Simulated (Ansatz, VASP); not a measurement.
**One calculation of TaSi3, two programs**

File INCAR:

```
SYSTEM = TaSi3
ALGO     = Normal         ! electronic algorithm
EDIFF    = 1E-7           ! SCF threshold, eV
EDIFFG   = -0.04          ! ionic threshold
ENCUT    = 500            ! plane-wave cutoff, eV
GGA      = PE             ! functional
GGA_COMPAT= .FALSE.      
IBRION   = 2              ! ionic algorithm
ISIF     = 3              ! what is computed and relaxed
ISMEAR   = 0              ! smearing method
LASPH    = .TRUE.         ! aspherical terms in the spheres
LCHARG   = .FALSE.        ! write CHGCAR
LREAL    = .FALSE.        ! projectors in reciprocal space
LWAVE    = .FALSE.        ! write WAVECAR
NELM     = 120            ! most SCF steps
NELMIN   = 4            
NSW      = 90             ! ionic steps
PREC     = Accurate       ! precision mode
SIGMA    = 0.1            ! smearing width, eV
```

File KPOINTS:

```
k-points
0
G
  4 4 4
  0 0 0
```

File POSCAR:

```
TaSi3
1.0
    5.0286574998      0.0000000000      0.0000000000
    0.0000000000      5.0286574998      0.0000000000
    0.0000000000      0.0000000000      5.0286574998
Ta Si
2 6
Direct
    0.0000000000      0.0000000000      0.0000000000
    0.5000000000      0.5000000000      0.5000000000
    0.0000000000      0.5000000000      0.2500000000
    0.0000000000      0.5000000000      0.7500000000
    0.2500000000      0.0000000000      0.5000000000
    0.7500000000      0.0000000000      0.5000000000
    0.5000000000      0.7500000000      0.0000000000
    0.5000000000      0.2500000000      0.0000000000
```

Input for Ansatz:

```yaml
crystal:
  lattice:
    - [5.0286574998, 0.0, 0.0]
    - [0.0, 5.0286574998, 0.0]
    - [0.0, 0.0, 5.0286574998]
  atoms:
    - { symbol: Ta, position: [0.0, 0.0, 0.0] }
    - { symbol: Ta, position: [0.5, 0.5, 0.5] }
    - { symbol: Si, position: [0.0, 0.5, 0.25] }
    - { symbol: Si, position: [0.0, 0.5, 0.75] }
    - { symbol: Si, position: [0.25, 0.0, 0.5] }
    - { symbol: Si, position: [0.75, 0.0, 0.5] }
    - { symbol: Si, position: [0.5, 0.75, 0.0] }
    - { symbol: Si, position: [0.5, 0.25, 0.0] }
basis:
  ecutwfc: 420
kpoints:
  mp_grid: { grid: [4, 4, 4] }
hamiltonian:
  xc: pbe
scf:
  occupations: { method: gaussian, width: 0.1 }
  lower_state_search: "off"
output:
  forces: true
  stress: true
  eigenvalues: true
relax:
  adjacent_minimum: "off"
  f_tol: 0.04
  max_steps: 70
  cell: { stress_tol: 0.4 }
```

Alike in both runs: task relaxation of cell and atoms; functional PBE; k mesh 4 × 4 × 4; occupations gaussian, width 0.1 eV; no spin polarisation.

|  | VASP | Ansatz |
| --- | --- | --- |
| version | VASP 6.6.1 | Ansatz 0.2.0 |
| potentials or method | VASP PAW PBE potentials, release 64 (Ta_pv, Si), cutoff 500 eV | scalar-relativistic, plane waves, PAW |
| valence electrons in the cell | 46 | 50 |

```tsv
	VASP	Ansatz	Ansatz less VASP
gap on the k mesh at the Fermi level, each at its own relaxed structure (eV)	none	none	-
relaxed volume (Å³/atom)	15.02	15.01	-0.008
relaxed cell length with the largest relative difference (Å)	4.934	4.933	-0.0009
```

A gap of «none» marks a metal or a gap that the smearing closes. VASP's potentials hold 46 valence electrons a cell and Ansatz's 50, so a difference there can come from the potentials and not from the codes.

Spin-orbit coupling is off throughout.
